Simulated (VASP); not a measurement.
# ZnSe (I-4m2) in VASP: notebook

The runs below take ZnSe through single point, with LDA.

Program: VASP 6.6.1. These are calculated values, not measurements. Logs are shortened: lines on timing, memory, paths and dates and some standing lists are left out, and cuts for length are marked.

### Step 1. The cell of the first run

It takes space group I-4m2 (No. 119, tetragonal). The conventional cell has a = 3.928 Å, b = 3.928 Å, c = 4.920 Å, α = 90.00°, β = 90.00°, γ = 90.00°. Within 3.1 Å of Zn (site symmetry -4m2) lie 4 Se at 2.32 Å. Within 3.1 Å of Se (site symmetry -4m2) lie 4 Zn at 2.32 Å.

### Step 2. Single point, LDA (18.98 Å³/atom)

INCAR reads:

```
SYSTEM = ZnSe
PREC = Accurate ; ENCUT = 520
EDIFF = 1E-7 ; ISMEAR = 0
SIGMA = 0.05 ; LREAL = .FALSE.
LASPH = .TRUE. ; NELM = 80
ALGO = Normal ; ISIF = 2
LWAVE = .FALSE. ; LCHARG = .FALSE.
GGA = CA ; NBANDS = 16
```

KPOINTS reads:

```
regular mesh
0
G
  10 10 10
  0 0 0
```

POSCAR reads:

```
ZnSe
1.0
    0.0000000000      2.4601643800      2.7776497459
    2.7776497459      0.0000000000      2.7776497459
    2.7776497459      2.4601643800      0.0000000000
Zn Se
1 1
Direct
    0.0000000000      0.0000000000      0.0000000000
    0.7500000000      0.7500000000      0.7500000000
```

Potentials or basis: VASP PAW LDA potentials, release 64 (Zn, Se).

Run with:

```sh
$ cat potpaw_LDA.64/Zn/POTCAR potpaw_LDA.64/Se/POTCAR > POTCAR
$ mpirun -np 1 vasp_std > vasp.out
```

OUTCAR:

```text
SYSTEM = ZnSe
   PREC = Accurate
   ENCUT = 520
   EDIFF = 1E-7
   ISMEAR = 0
   LREAL = .FALSE.
   LASPH = .TRUE.
   NELM = 80
   ISIF = 2
   GGA = CA

 ion  position               nearest neighbor table
   1  0.000  0.000  0.000-   2 2.32   2 2.32   2 2.32   2 2.32
   2  0.750  0.750  0.750-   1 2.32   1 2.32   1 2.32   1 2.32

  LATTYP: Found a body centered tetragonal cell.
 ALAT       =     3.9281899422
 C/A-ratio  =     1.2525689522

  Lattice vectors:

 A1 = (   0.0000000000,  -2.4601643800,   2.7776497459)
 A2 = (   0.0000000000,  -2.4601643800,  -2.7776497459)
 A3 = (   2.7776497459,   2.4601643800,   0.0000000000)

Analysis of symmetry for initial positions (statically):
=====================================================================
 Subroutine PRICEL returns:
 Original cell was already a primitive cell.

 Routine SETGRP: Setting up the symmetry group for a
 body centered tetragonal supercell.

 Subroutine GETGRP returns: Found  8 space group operations
 (whereof  8 operations were pure point group operations)
 out of a pool of 16 trial point group operations.

The static configuration has the point symmetry D_2d.

Analysis of symmetry for dynamics (positions and initial velocities):
=====================================================================
 Subroutine PRICEL returns:
 Original cell was already a primitive cell.

 Routine SETGRP: Setting up the symmetry group for a
 body centered tetragonal supercell.

 Subroutine GETGRP returns: Found  8 space group operations
 (whereof  8 operations were pure point group operations)
 out of a pool of 16 trial point group operations.

The dynamic configuration has the point symmetry D_2d.

 Subroutine INISYM returns: Found  8 space group operations
 (whereof  8 operations are pure point group operations),
 and found     1 'primitive' translations

----------------------------------------------------------------------------------------

                                     Primitive cell

  volume of cell :      37.9620

  direct lattice vectors                    reciprocal lattice vectors
     0.000000000  2.460164380  2.777649746    -0.180008297  0.203238452  0.180008297
     2.777649746  0.000000000  2.777649746     0.180008297 -0.203238452  0.180008297
     2.777649746  2.460164380  0.000000000     0.180008297  0.203238452 -0.180008297

  length of vectors
     3.710491462  3.928189942  3.710491462     0.325748127  0.325748127  0.325748127

  position of ions in fractional coordinates (direct lattice)
     0.000000000  0.000000000  0.000000000
     0.750000000  0.750000000  0.750000000

[... 77 lines left out ...]
   LREAL  =      F    real-space projection
   EDIFFG = 0.1E-05   stopping-criterion for IOM
   NSW    =      0    number of steps for IOM
   IBRION =     -1    ionic relax: 0-MD 1-quasi-New 2-CG
   NFREE  =      0    steps in history (QN), initial steepest desc. (CG)
   ISIF   =      2    stress and relaxation
   ISYM   =      2    0-nonsym 1-usesym 2-fastsym
   POTIM  = 0.5000    time-step for ionic-motion
   TEBEG  =    0.0;   TEEND  =   0.0 temperature during run
   PSTRESS=    0.0 pullay stress
   NELECT =      18.0000    total number of electrons
   NUPDOWN=      -1.0000    fix difference up-down
   EMIN   =  10.00;   EMAX   =-10.00  energy-range for DOS
   EFERMI =   0.00;   METHOD = LEGACY
   ISMEAR =     0;   SIGMA  =   0.05  broadening in eV -4-tet -1-fermi 0-gaus
   EFERMI_NEDOS =   21; number of points for ismear=-14 and -15
   IALGO  =     38    algorithm
   IMIX   =      4    mixing-type and parameters
     AMIX     =   0.40;   BMIX     =  1.00
     AMIX_MAG =   1.60;   BMIX_MAG =  1.00
  volume/ion in A,a.u.               =      18.98       128.09
  Fermi-wavevector in a.u.,A,eV,Ry     =   1.276584  2.412393 22.172952  1.629666
  Thomas-Fermi vector in A             =   2.409232
   LORBIT       =      0    0 simple, 1 ext, 2 COOP (PROOUT), +10 PAW based schemes
   GGA     = CA    functional components
   LHFCALC =     F    Hartree Fock is set to
   AEXX    =    0.0000 exact exchange contribution
   IVDW    =     0    specifies the selected vdW correction
   LEPSILON=     F    determine dielectric tensor
   LRPA    =     F    only Hartree local field effects (RPA)
 non-spin polarized calculation
 Gauss-broadening in eV      SIGMA  =   0.05
  energy-cutoff  :      520.00
  volume of cell :       37.96
 maximum number of plane-waves:      1037
   NGX = 13   NGY = 15   NGZ = 13

 number of electron      17.9999998 magnetization

 Free energy of the ion-electron system (eV)
  ---------------------------------------------------
  ext. energy  EPLUGINS =         0.00000000
  ---------------------------------------------------
  free energy    TOTEN  =        -7.15303874 eV

  energy without entropy =       -7.15303874  energy(sigma->0) =       -7.15303874

 E-fermi :   3.7956     XC(G=0): -10.5402

 val. band max:        3.5205199028   @ k =   0.0000   0.0000   0.0000
 cond. band min:       5.0915128873   @ k =   0.0000   0.0000   0.0000
 fundamental gap:      1.5709929845
 Fermi energy:         3.7955636547

 k-point     1 :       0.0000    0.0000    0.0000
  band No.  band energies     occupation
      1     -11.3216      2.00000
      2      -4.2190      2.00000
      3      -4.2190      2.00000
      4      -4.1657      2.00000
      5      -3.7120      2.00000
      6      -3.6570      2.00000
[... 433 lines left out ...]
      3      -3.9988      2.00000
      4      -3.8711      2.00000
      5      -3.7053      2.00000
      6      -3.6174      2.00000
[... 8 lines left out ...]
     15      16.6518      0.00000
     16      18.7700      0.00000

 [... further k-points ...]

------------------------ aborting loop because EDIFF is reached ----------------------------------------

  FORCE on cell =-STRESS in cart. coord.  units (eV):
  Direction    XX          YY          ZZ          XY          YZ          ZX
  --------------------------------------------------------------------------------------
  -------------------------------------------------------------------------------------
  Total        2.7107442      3.3015323      2.7107442      0.0000000      0.0000000      0.0000000
  in kB      114.4063263    139.3403966    114.4063263      0.0000000      0.0000000      0.0000000
  external PRESSURE =     122.7176831 kB  Pullay stress =       0.0000000 kB

 VOLUME and BASIS-vectors are now :
 -----------------------------------------------------------------------------
  energy-cutoff  :      520.00
  volume of cell :       37.96
      direct lattice vectors                 reciprocal lattice vectors
     0.000000000  2.460164380  2.777649746    -0.180008297  0.203238452  0.180008297
     2.777649746  0.000000000  2.777649746     0.180008297 -0.203238452  0.180008297
     2.777649746  2.460164380  0.000000000     0.180008297  0.203238452 -0.180008297

 POSITION                                       TOTAL-FORCE (eV/Angst)
 -----------------------------------------------------------------------------------
      0.00000      0.00000      0.00000        -0.000000     -0.000000     -0.000000
      4.16647      3.69025      4.16647         0.000000      0.000000      0.000000
 -----------------------------------------------------------------------------------
    total drift:                               -0.000000     -0.000016     -0.000001

  FREE ENERGIE OF THE ION-ELECTRON SYSTEM (eV)
  ---------------------------------------------------
  free  energy   TOTEN  =        -7.1530387359 eV

  energy  without entropy=       -7.1530387359  energy(sigma->0) =       -7.15303874
```

stdout:

```text
POSCAR found type information on POSCAR ZnSe
 POSCAR found :  2 types and       2 ions
 scaLAPACK will be used
 LDA part: xc-table for (Slater(with rela. corr.)+CA(PZ))
 , standard interpolation
 POSCAR, INCAR and KPOINTS ok, starting setup
 FFT: planning ... GRIDC
 FFT: planning ... GRID_SOFT
 FFT: planning ... GRID
 WAVECAR not read
 entering main loop
```

It took 72 s on 1 thread of Intel Xeon 8259CL, shared host; peak memory 0.19 GiB.

Results:

| Property | Result |
| --- | --- |
| Free energy | -7.1530 eV |
| Pressure | 12.3 GPa |
| Band gap on the k mesh | 1.57 eV |

Stress tensor (GPa, compression positive):
```
11.44  0.00  0.00
 0.00 13.93  0.00
 0.00  0.00 11.44
```

Caveat: the cell stands under pressure. A k mesh can miss the band edges.

### Step 3. Single point, LDA (19.84 Å³/atom)

This run uses another cell than the first one, of 19.84 Å³/atom.

Edit INCAR of step 2 so:

```diff
@@ -7,2 +7,2 @@
 LWAVE = .FALSE. ; LCHARG = .FALSE.
-GGA = CA ; NBANDS = 16
+NBANDS = 16
```

KPOINTS reads:

```
Automatic mesh
0
G
  10 10 10
  0 0 0
```

POSCAR reads:

```
ZnSe
1.0
    0.0000000000      3.0565165300      2.5479464238
    2.5479464238      0.0000000000      2.5479464238
    2.5479464238      3.0565165300      0.0000000000
Zn Se
1 1
Direct
    0.0000000000      0.0000000000      0.0000000000
    0.7500000000      0.7500000000      0.7500000000
```

Potentials or basis: VASP PAW LDA potentials, release 64 (Zn, Se).

Run with:

```sh
$ cat potpaw_LDA.64/Zn/POTCAR potpaw_LDA.64/Se/POTCAR > POTCAR
$ mpirun -np 1 vasp_std > vasp.out
```

Run time: 100 s. Hardware: 1 thread of Intel Xeon 8259CL, shared host; peak memory 0.19 GiB.

Results (log left out):

```yaml
Free_energy: -7.1649 eV
Pressure: 6.8 GPa
Band_gap_on_the_k_mesh: 1.14 eV
```

Stress tensor (GPa, compression positive):
```
10.00  0.00  0.00
 0.00  0.51  0.00
 0.00  0.00 10.00
```

Levels at points of the mesh, in eV from the valence-band top:
```csv
k point,band 5,band 6,band 7,band 8,band 9,band 10,band 11,band 12,band 13,band 14
"(0.00, 0.00, 0.00)",-7.13,-7.06,-1.08,0.00,0.00,1.14,5.55,5.55,5.58,8.88
"(0.50, 0.00, 0.00)",-7.09,-6.91,-6.37,-2.06,-0.66,1.75,5.90,6.88,8.58,10.76
"(0.50, 0.50, 0.00)",-7.06,-6.77,-5.27,-3.49,-3.07,1.89,2.46,9.79,10.81,11.14
"(0.50, 0.00, 0.50)",-7.05,-7.03,-6.44,-2.17,-2.17,3.03,4.20,9.86,11.76,11.76
```

Caveat: the cell stands under pressure.

### Step 4. Single point, LDA (19.84 Å³/atom)

This run uses another cell than the first one, of 19.84 Å³/atom.

INCAR reads:

```
SYSTEM = ZnSe
ALGO     = Normal         ! electronic algorithm
EDIFF    = 1E-6           ! SCF threshold, eV
ENCUT    = 520            ! plane-wave cutoff, eV
ISIF     = 2              ! what is computed and relaxed
ISMEAR   = 0              ! smearing method
LASPH    = .True.         ! aspherical terms in the spheres
LCHARG   = .True.         ! write CHGCAR
LELF     = .True.         ! ELF
LREAL    = .False.        ! projectors in reciprocal space
LVHAR    = .True.       
LWAVE    = .False.        ! write WAVECAR
NBANDS   = 16             ! bands
NELM     = 100            ! most SCF steps
PREC     = Accurate       ! precision mode
SIGMA    = 0.05           ! smearing width, eV
```

KPOINTS reads:

```
k-points
0
Gamma
  10 10 10
  0 0 0
```

POSCAR reads:

```
ZnSe
1.0
    0.0000000000      2.3979543699      2.8766247240
    2.8766247240      0.0000000000      2.8766247240
    2.8766247240      2.3979543699      0.0000000000
Zn Se
1 1
Direct
    0.0000000000      0.0000000000      0.0000000000
    0.7500000000      0.7500000000      0.7500000000
```

Potentials or basis: VASP PAW LDA potentials, release 64 (Zn, Se).

Run with:

```sh
$ cat potpaw_LDA.64/Zn/POTCAR potpaw_LDA.64/Se/POTCAR > POTCAR
$ mpirun -np 1 vasp_std > vasp.out
```

OUTCAR:

```text
SYSTEM = ZnSe
   EDIFF = 1E-6
   ENCUT = 520
   ISIF = 2
   ISMEAR = 0
   LASPH = .True.
   LREAL = .False.
   NELM = 100
   PREC = Accurate

 ion  position               nearest neighbor table
   1  0.000  0.000  0.000-   2 2.36   2 2.36   2 2.36   2 2.36
   2  0.750  0.750  0.750-   1 2.36   1 2.36   1 2.36   1 2.36

  LATTYP: Found a body centered tetragonal cell.
 ALAT       =     4.0681616985
 C/A-ratio  =     1.1788884256

  Lattice vectors:

 A1 = (   0.0000000000,  -2.3979543699,   2.8766247240)
[... 643 lines left out ...]

  FORCE on cell =-STRESS in cart. coord.  units (eV):
  Direction    XX          YY          ZZ          XY          YZ          ZX
  --------------------------------------------------------------------------------------
  -------------------------------------------------------------------------------------
  Total        1.3144106      2.2632518      1.3144106      0.0000000      0.0000000      0.0000000
  in kB       53.0645300     91.3705249     53.0645300      0.0000000      0.0000000      0.0000000
  external PRESSURE =      65.8331950 kB  Pullay stress =       0.0000000 kB

 VOLUME and BASIS-vectors are now :
 -----------------------------------------------------------------------------
  energy-cutoff  :      520.00
  volume of cell :       39.69
      direct lattice vectors                 reciprocal lattice vectors
     0.000000000  2.397954370  2.876624724    -0.173814817  0.208511057  0.173814817
     2.876624724  0.000000000  2.876624724     0.173814817 -0.208511057  0.173814817
     2.876624724  2.397954370  0.000000000     0.173814817  0.208511057 -0.173814817

 POSITION                                       TOTAL-FORCE (eV/Angst)
 -----------------------------------------------------------------------------------
      0.00000      0.00000      0.00000         0.000000      0.000000      0.000000
      4.31494      3.59693      4.31494        -0.000000     -0.000000     -0.000000
 -----------------------------------------------------------------------------------
    total drift:                               -0.000002     -0.000001     -0.000003

  FREE ENERGIE OF THE ION-ELECTRON SYSTEM (eV)
  ---------------------------------------------------
  free  energy   TOTEN  =        -7.2227448601 eV

  energy  without entropy=       -7.2227448601  energy(sigma->0) =       -7.22274486
```

It took 81 s on 1 thread of Intel Xeon 8259CL, shared host; peak memory 0.19 GiB.

Results:

| Property | Result |
| --- | --- |
| Free energy | -7.2227 eV |
| Pressure | 6.6 GPa |
| Band gap on the k mesh | 1.25 eV |

Levels at points of the mesh, in eV from the valence-band top:
```tsv
k point	band 7	band 8	band 9	band 10	band 11	band 12
(0.00, 0.00, 0.00)	-0.52	-0.52	0.00	1.25	5.55	5.60
(0.50, 0.00, 0.00)	-6.37	-1.90	-0.90	1.91	5.21	7.32
(0.50, 0.50, 0.00)	-6.02	-2.71	-2.32	2.60	3.73	10.10
(0.50, 0.00, 0.50)	-4.89	-3.69	-3.69	1.71	1.76	11.58
```

Caveat: the cell stands under pressure.

### Step 5. Single point, LDA (19.84 Å³/atom)

This run uses another cell than the first one, of 19.84 Å³/atom.

INCAR reads:

```
SYSTEM = ZnSe
ALGO = Normal
EDIFF = 1E-6
ENCUT = 520
GGA = CA
ISIF = 2
ISMEAR = 0
LASPH = .TRUE.
LCHARG = .TRUE.
LELF = .TRUE.
LREAL = .FALSE.
LVHAR = .TRUE.
LWAVE = .FALSE.
NBANDS = 16
NELM = 80
PREC = Accurate
SIGMA = 0.05
```

KPOINTS reads:

```
k-points
0
G
  10 10 10
  0 0 0
```

POSCAR reads:

```
ZnSe
1.0
    0.0000000000      2.5999178541      2.7626371843
    2.7626371843      0.0000000000      2.7626371843
    2.7626371843      2.5999178541      0.0000000000
Zn Se
1 1
Direct
    0.0000000000      0.0000000000      0.0000000000
    0.7500000000      0.7500000000      0.7500000000
```

Run with:

```sh
$ cat potpaw_LDA.64/Zn/POTCAR potpaw_LDA.64/Se/POTCAR > POTCAR
$ mpirun -np 1 vasp_std > vasp.out
```

It took 85 s on 1 thread of Intel Xeon 8259CL, shared host; peak memory 0.19 GiB.

Results (log left out):

| Quantity | Value |
| --- | --- |
| Free energy | -7.2813 eV |
| Pressure | 7.6 GPa |
| Band gap on the k mesh | 1.50 eV |

Stress tensor (GPa, compression positive):
```
7.02 0.00 0.00
0.00 8.79 0.00
0.00 0.00 7.02
```

Levels at points of the mesh, in eV from the valence-band top:
```csv
k point,band 5,band 6,band 7,band 8,band 9,band 10,band 11,band 12,band 13,band 14
"(0.00, 0.00, 0.00)",-6.93,-6.91,-0.22,-0.22,0.00,1.50,5.51,5.52,5.52,10.06
"(0.50, 0.00, 0.00)",-6.89,-6.71,-6.36,-1.43,-1.04,2.41,5.83,6.46,8.55,11.29
"(0.50, 0.50, 0.00)",-6.86,-6.72,-5.71,-2.81,-2.67,2.46,3.34,11.21,11.44,12.11
"(0.50, 0.00, 0.50)",-6.85,-6.62,-5.33,-3.12,-3.12,2.13,2.71,11.87,11.87,11.87
```

Caveat: the cell stands under pressure.

### Step 6. Single point, LDA (19.84 Å³/atom)

This run uses another cell than the first one, of 19.84 Å³/atom.

INCAR reads:

```
PREC = Accurate
ENCUT = 520
EDIFF = 1E-6
ISMEAR = 0
SIGMA = 0.05
LREAL = F
LASPH = T
NELM = 100
ALGO = Normal
ISIF = 2
LWAVE = F
LCHARG = F
GGA = CA
NBANDS = 16
```

KPOINTS reads:

```
Automatic mesh
0
Gamma
  10 10 10
```

POSCAR reads:

```
ZnSe
1.0
    0.0000000000      2.9353850098      2.5999867226
    2.5999867226      0.0000000000      2.5999867226
    2.5999867226      2.9353850098      0.0000000000
Zn Se
1 1
Direct
    0.0000000000      0.0000000000      0.0000000000
    0.7500000000      0.7500000000      0.7500000000
```

Potentials or basis: VASP PAW LDA potentials, release 64 (Zn, Se).

Run with:

```sh
$ cat potpaw_LDA.64/Zn/POTCAR potpaw_LDA.64/Se/POTCAR > POTCAR
$ mpirun -np 1 vasp_std > vasp.out
```

Wall time 94 s (1 thread of Intel Xeon 8259CL, shared host); peak memory 0.19 GiB.

Results (log left out):

```
Free energy            : -7.2398 eV
Pressure               : 7.3 GPa
Band gap on the k mesh : 1.39 eV
```

Stress tensor (GPa, compression positive):
```
9.16 0.00 0.00
0.00 3.59 0.00
0.00 0.00 9.16
```

Levels at points of the mesh, in eV from the valence-band top:
```
           k point  band 5  band 6  band 7  band 8  band 9  band 10  band 11  band 12  band 13  band 14
(0.00, 0.00, 0.00)   -7.00   -6.95   -0.64    0.00    0.00     1.39     5.54     5.54     5.56     9.70
(0.50, 0.00, 0.00)   -6.96   -6.77   -6.34   -1.72   -0.82     2.16     5.86     6.66     8.58    11.08
(0.50, 0.50, 0.00)   -6.92   -6.68   -5.34   -3.26   -2.98     2.09     2.71    10.63    11.51    11.61
(0.50, 0.00, 0.50)   -6.91   -6.87   -6.12   -2.38   -2.38     2.83     3.90    10.49    11.91    11.91
```

Caveat: the cell stands under pressure.

### Step 7. Overview

| cell | gap on the mesh (eV) | pressure (GPa) |
| --- | --- | --- |
| a = 3.710, b = 3.928 Å, angles 58.0, 63.9, 58.0°, 2 atoms | 1.57 | 12.3 |
| a = 3.979, b = 3.603 Å, angles 63.1, 53.8, 63.1°, 2 atoms | 1.14 | 6.8 |
| a = 3.745, b = 4.068 Å, angles 57.1, 65.8, 57.1°, 2 atoms | 1.25 | 6.6 |
| a = 3.794, b = 3.907 Å, angles 59.0, 62.0, 59.0°, 2 atoms | 1.50 | 7.6 |
| a = 3.921, b = 3.677 Å, angles 62.0, 55.9, 62.0°, 2 atoms | 1.39 | 7.3 |

Alike in all rows: task single point; level LDA; potentials or basis VASP PAW LDA potentials, release 64 (Zn, Se); no spin polarisation; k mesh 10 × 10 × 10; cutoff (eV) 520; smearing gaussian 0.05 eV.

Caveats: the cell stands under pressure.

Absolute energies hang on the potentials; compare differences alone.
